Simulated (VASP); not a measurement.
# SnTe (Fm-3m) in VASP: notebook, part 2 of 2

VASP 6.6.1. Earlier steps stand in the parts before.

**3. Relaxation of volume and atoms at fixed shape, LDA**

This run uses another cell than the first one, of 31.28 Å³/atom, 1.047 times its volume.

File INCAR:

```
PREC = Accurate ; ENCUT = 600
EDIFF = 1E-7 ; ISMEAR = 0
SIGMA = 0.01 ; LREAL = False
LASPH = True ; NELM = 80
ALGO = Normal ; ISIF = 8
LWAVE = False ; LCHARG = False
IBRION = 2 ; NSW = 80
EDIFFG = -0.02
```

File KPOINTS:

```
Automatic mesh
0
Gamma
  4 4 4
```

File POSCAR:

```
SnTe
1.0
    4.4559750000      0.0000000000      0.0000000000
    2.2279875000      3.8589875486      0.0000000000
    2.2279875000      1.2863291829      3.6382883522
Sn Te
1 1
Direct
    0.0000000000      0.0000000000      0.0000000000
    0.5000000000      0.5000000000      0.5000000000
```

Potentials or basis: VASP PAW LDA potentials, release 64 (Sn_d, Te).

Started as:

```console
cat potpaw_LDA.64/Sn_d/POTCAR potpaw_LDA.64/Te/POTCAR > POTCAR
mpirun -np 1 vasp_std > vasp.out
```

OUTCAR:

```text
PREC = Accurate
   ENCUT = 600
   EDIFF = 1E-7
   ISMEAR = 0
   LREAL = False
   LASPH = True
   NELM = 80
   ISIF = 8
   IBRION = 2
   NSW = 80
   EDIFFG = -0.02

 ion  position               nearest neighbor table
   1  0.000  0.000  0.000-   2 3.15   2 3.15   2 3.15   2 3.15   2 3.15   2 3.15
   2  0.500  0.500  0.500-   1 3.15   1 3.15   1 3.15   1 3.15   1 3.15   1 3.15

  LATTYP: Found a face centered cubic cell.
 ALAT       =     6.3017002786

  Lattice vectors:

 A1 = (   4.4559750000,   0.0000000000,   0.0000000000)
 A2 = (   2.2279875000,   3.8589875486,   0.0000000000)
 A3 = (   2.2279875000,   1.2863291829,   3.6382883522)

Analysis of symmetry for initial positions (statically):
=====================================================================
 Subroutine PRICEL returns:
 Original cell was already a primitive cell.

 Routine SETGRP: Setting up the symmetry group for a
 face centered cubic supercell.

 Subroutine GETGRP returns: Found 48 space group operations
 (whereof 48 operations were pure point group operations)
 out of a pool of 48 trial point group operations.

The static configuration has the point symmetry O_h .

Analysis of symmetry for dynamics (positions and initial velocities):
=====================================================================
 Subroutine PRICEL returns:
 Original cell was already a primitive cell.

 Routine SETGRP: Setting up the symmetry group for a
 face centered cubic supercell.

 Subroutine GETGRP returns: Found 48 space group operations
 (whereof 48 operations were pure point group operations)
 out of a pool of 48 trial point group operations.

The dynamic configuration has the point symmetry O_h .

 Subroutine INISYM returns: Found 48 space group operations
 (whereof 48 operations are pure point group operations),
 and found     1 'primitive' translations

----------------------------------------------------------------------------------------

                                     Primitive cell

  volume of cell :      62.5624

[... 108 lines left out ...]
   NGX = 17   NGY = 17   NGZ = 17

--------------------------------------- Ionic step        1  -------------------------------------------

 number of electron      19.9999998 magnetization

 Free energy of the ion-electron system (eV)
  ---------------------------------------------------
  ext. energy  EPLUGINS =         0.00000000
  ---------------------------------------------------
  free energy    TOTEN  =        -8.82762614 eV

  energy without entropy =       -8.82762614  energy(sigma->0) =       -8.82762614

------------------------ aborting loop because EDIFF is reached ----------------------------------------

  FORCE on cell =-STRESS in cart. coord.  units (eV):
  Direction    XX          YY          ZZ          XY          YZ          ZX
  --------------------------------------------------------------------------------------
  -------------------------------------------------------------------------------------
  Total       -0.8398218     -0.8398218     -0.8398218     -0.0000000     -0.0000000     -0.0000000
  in kB      -21.5072305    -21.5072305    -21.5072305     -0.0000000     -0.0000000     -0.0000000
  external PRESSURE =     -21.5072305 kB  Pullay stress =       0.0000000 kB
[... 23 lines left out ...]
--------------------------------------- Ionic step        2  -------------------------------------------

 number of electron      20.0000002 magnetization

 E-fermi :   7.5295     XC(G=0): -10.0233

 val. band max:        7.4305008365   @ k =   0.5000   0.0000   0.0000
 cond. band min:       7.7232820265   @ k =   0.5000   0.0000   0.0000
 fundamental gap:      0.2927811901
 Fermi energy:         7.5294723761

 k-point     1 :       0.0000    0.0000    0.0000
  band No.  band energies     occupation
      1     -14.3628      2.00000
      2     -14.3628      2.00000
      3     -14.3479      2.00000
      4     -14.3479      2.00000
      5     -14.3479      2.00000
      6      -5.7806      2.00000
      7       2.9635      2.00000
      8       5.2176      2.00000
      9       5.2176      2.00000
     10       5.2176      2.00000
     11      10.9290      0.00000
     12      10.9290      0.00000
     13      10.9290      0.00000
     14      12.1946      0.00000
[... 152 lines left out ...]
--------------------------------------- Ionic step        3  -------------------------------------------

 number of electron      19.9999998 magnetization

 Free energy of the ion-electron system (eV)
  ---------------------------------------------------
  ext. energy  EPLUGINS =         0.00000000
  ---------------------------------------------------
  free energy    TOTEN  =        -8.84638914 eV

  energy without entropy =       -8.84638914  energy(sigma->0) =       -8.84638914

 E-fermi :   7.2654     XC(G=0):  -9.9455

 val. band max:        7.2080301969   @ k =   0.5000   0.0000   0.0000
 cond. band min:       7.4466937149   @ k =   0.5000   0.0000   0.0000
 fundamental gap:      0.2386635180
 Fermi energy:         7.2654327849

 k-point     1 :       0.0000    0.0000    0.0000
  band No.  band energies     occupation
      1     -14.5790      2.00000
      2     -14.5790      2.00000
      3     -14.5653      2.00000
      4     -14.5653      2.00000
      5     -14.5653      2.00000
      6      -5.8767      2.00000
      7       2.6551      2.00000
      8       5.0327      2.00000
      9       5.0327      2.00000
     10       5.0327      2.00000
     11      10.6596      0.00000
     12      10.6596      0.00000
     13      10.6596      0.00000
     14      11.9930      0.00000
[... 146 lines left out ...]
  FREE ENERGIE OF THE ION-ELECTRON SYSTEM (eV)
  ---------------------------------------------------
  free  energy   TOTEN  =        -8.8463891373 eV

  energy  without entropy=       -8.8463891373  energy(sigma->0) =       -8.84638914

 reached required accuracy - stopping structural energy minimisation
```

OSZICAR:

```text
N       E                     dE             d eps       ncg     rms          rms(c)
DAV:   1     0.127044211072E+03    0.12704E+03   -0.10411E+04   224   0.184E+03
DAV:   2     0.241321443511E+01   -0.12463E+03   -0.12287E+03   242   0.409E+02
DAV:   3    -0.857888729524E+01   -0.10992E+02   -0.10651E+02   296   0.102E+02
[... 26 lines left out ...]
DAV:   4    -0.884655570231E+01    0.36578E-03   -0.87517E-04   298   0.284E-01    0.146E-01
DAV:   5    -0.884639472839E+01    0.16097E-03   -0.87113E-05   336   0.880E-02    0.258E-02
DAV:   6    -0.884638946797E+01    0.52604E-05   -0.18775E-05   266   0.752E-02    0.299E-03
DAV:   7    -0.884638916046E+01    0.30751E-06   -0.51048E-07   230   0.627E-03    0.169E-03
DAV:   8    -0.884638913725E+01    0.23208E-07   -0.62761E-08   112   0.215E-03
   3 F= -.88463891E+01 E0= -.88463891E+01  d E =-.187630E-01
```

CONTCAR:

```text
SnTe
   1.00000000000000
     4.3912855086583411    0.0000000000000000    0.0000000000000000
     2.1956427543291706    3.8029648057406424    0.0000000000000000
     2.1956427543291706    1.2676549352797304    3.5854696036975739
  Sn              Te
     1     1
Direct
     0.0000000000000000    0.0000000000000000    0.0000000000000000
     0.5000000000000000    0.5000000000000000    0.5000000000000000

  0.00000000E+00  0.00000000E+00  0.00000000E+00
  0.00000000E+00  0.00000000E+00  0.00000000E+00
```

Run time: 13 s. Hardware: 1 thread of Intel Xeon Platinum 8559C (Emerald Rapids), shared host; peak memory 0.17 GiB.

What came out:

```yaml
Free_energy: -8.8464 eV
Relaxed_volume: 29.94 Å³/atom
Relaxed_cell: a = 4.391 Å, b = 4.391 Å, c = 4.391 Å, α = 60.00°, β = 60.00°, γ = 60.00°
Space_group_after_relaxing_to_0.05_Å: Fm-3m (No. 225)
Energy_gained_by_relaxing: 9.4 meV/atom
Ionic_steps: 3
Pressure_after_relaxing: 0.0 GPa
Band_gap_on_the_k_mesh: 0.24 eV, direct
```

Step by step:
```csv
step,energy change (eV),largest force (eV/Å),pressure (GPa),volume (Å³)
1,0.0000,0.0000,-2.15,62.56
2,-0.0156,0.0000,0.99,58.84
3,-0.0188,0.0000,0.01,59.88
```

Final structure:
```yaml
crystal:
  lattice:
    - [4.39129, 0.00000, 0.00000]
    - [2.19564, 3.80296, 0.00000]
    - [2.19564, 1.26765, 3.58547]
  atoms:
    - { symbol: Sn, position: [0.00000, 0.00000, 0.00000] }
    - { symbol: Te, position: [0.50000, 0.50000, 0.50000] }
```

Caveat: the k points lie up to 0.44 Å⁻¹ apart in the final cell; spin-orbit coupling is left out, which moves the levels of the heavy elements.
